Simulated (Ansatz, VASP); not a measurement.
## Two plane-wave programs on PbS

File POSCAR:

```
PbS
1.0
    0.0000000000      2.9657500000      2.9657500000
    2.9657500000      0.0000000000      2.9657500000
    2.9657500000      2.9657500000      0.0000000000
Pb S
1 1
Direct
    0.0000000000      0.0000000000      0.0000000000
    0.5000000000      0.5000000000      0.5000000000
```

Contents of INCAR.step1:

```
PREC = Accurate
ENCUT = 520
EDIFF = 1E-5
ISMEAR = -1
SIGMA = 0.05
LREAL = False
LASPH = True
NELM = 100
ALGO = Normal
ISIF = 2
LWAVE = True
GGA = PE
NBANDS = 17
```

The input INCAR.step2:

```
PREC = Accurate
ENCUT = 520
EDIFF = 1E-6
ISMEAR = -1
SIGMA = 0.05
LREAL = False
LASPH = True
NELM = 100
ALGO = Normal
ISIF = 2
LWAVE = False
LCHARG = True
GGA = PS
LHFCALC = True
AEXX = 0.25
HFSCREEN = 0.207
PRECFOCK = Normal
LELF = True
LVHAR = True
ISTART = 1
NBANDS = 17
```

The input KPOINTS:

```
regular mesh
0
Gamma
  5 5 5
```

input.yaml

```yaml
crystal:
  lattice:
    - [0.0, 2.96575, 2.96575]
    - [2.96575, 0.0, 2.96575]
    - [2.96575, 2.96575, 0.0]
  atoms:
    - { symbol: Pb, position: [0.0, 0.0, 0.0] }
    - { symbol: S, position: [0.5, 0.5, 0.5] }
hamiltonian:
  xc:
    exchange: hjs_pbesol
    correlation: pbesol
    exx: { coeff: 0.25, omega: 0.207 }
  pseudopotentials: { kind: paw }
kpoints:
  mp_grid: { grid: [5, 5, 5] }
  band_path:
    path:
      - [[0.0, 0.0, 0.0], [0.5, 0.0, 0.5], [0.5, 0.25, 0.75], [0.375, 0.375, 0.75], [0.0, 0.0, 0.0], [0.5, 0.5, 0.5], [0.625, 0.25, 0.625], [0.5, 0.25, 0.75], [0.5, 0.5, 0.5], [0.375, 0.375, 0.75]]
      - [[0.625, 0.25, 0.625], [0.5, 0.0, 0.5]]
    npoints: 4
scf:
  occupations: { method: fermi_dirac, width: 0.05 }
  n_extra_bands: 6
output:
  forces: true
  stress: true
  eigenvalues: true
  fatbands: false
```

Alike in both runs: functional PBEsol-based screened hybrid with a share of 0.25 of exact exchange and HFSCREEN = 0.207; k mesh 5 × 5 × 5; occupations fermi-dirac, width 0.05 eV; no spin polarisation.

|  | VASP | Ansatz |
| --- | --- | --- |
| version | VASP 6.6.1 | Ansatz 0.2.0 |
| potentials or method | VASP PAW PBE potentials, release 64 (Pb_d, S) | Ansatz PAW |
| plane-wave cutoff (eV) | 520 | 420 |
| valence electrons in the cell | 20 | 20 |
| task | single point | band structure |

Ansatz gave:

| Item | Value |
| --- | --- |
| pressure (GPa) | -1.1 |

Task: What did VASP give for the same quantities?

Result: Pressure (GPa): -1.2.

VASP's potentials were made for PBE, not for PBEsol-based screened hybrid. The functional is the same, so the differences come from potentials, cutoffs and numerics.

Spin-orbit coupling is off throughout.
